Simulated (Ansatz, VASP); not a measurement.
## One calculation of W, two programs

INCAR

```
SYSTEM = W
ALGO = Normal
EDIFF = 1E-6
ENCUT = 520
GGA = PS
ISIF = 2
ISMEAR = -1
LASPH = .TRUE.
LCHARG = .FALSE.
LREAL = .FALSE.
LWAVE = .FALSE.
NBANDS = 13
NELM = 60
PREC = Accurate
SIGMA = 0.1
```

Contents of KPOINTS:

```
k-points
0
G
  23 23 23
  0 0 0
```

The input POSCAR:

```
W
1.0
   -1.5980799980      1.5980799980      1.5980799980
    1.5980799980     -1.5980799980      1.5980799980
    1.5980799980      1.5980799980     -1.5980799980
W
1
Direct
    0.0000000000      0.0000000000      0.0000000000
```

Input for Ansatz:

```yaml
crystal:
  lattice:
    - [-1.598079998, 1.598079998, 1.598079998]
    - [1.598079998, -1.598079998, 1.598079998]
    - [1.598079998, 1.598079998, -1.598079998]
  atoms:
    - { symbol: W, position: [0.0, 0.0, 0.0] }
hamiltonian:
  xc: pbesol
  pseudopotentials:
    kind: paw
    azcp:
      W: "pseudopotentials/W.paw.azcp"
basis:
  ecutwfc: 420
  fft_grid_basis: typed
kpoints:
  mp_grid: { grid: [23, 23, 23], shift: [0, 0, 0] }
magnetization:
  spin_polarized: false
scf:
  occupations: { method: fermi_dirac, width: 0.1 }
output:
  stress: true
```

Alike in both runs: task single point; functional PBEsol; k mesh 23 × 23 × 23; occupations fermi-dirac, width 0.1 eV; no spin polarisation.

|  | VASP | Ansatz |
| --- | --- | --- |
| version | VASP 6.6.1 | Ansatz 0.2.0 |
| potentials or method | VASP PAW PBE potentials, release 64 (W_sv), cutoff 520 eV | plane waves (420 eV) with PAW, scalar-relativistic |
| valence electrons in the cell | 14 | 14 |

|  | VASP | Ansatz | Ansatz less VASP |
| --- | --- | --- | --- |
| pressure (GPa) | -11.3 | -11.8 | -0.48 |

VASP's potentials were made for PBE, not for PBEsol, and Ansatz warns of the same on its side.

Spin-orbit coupling is off throughout.
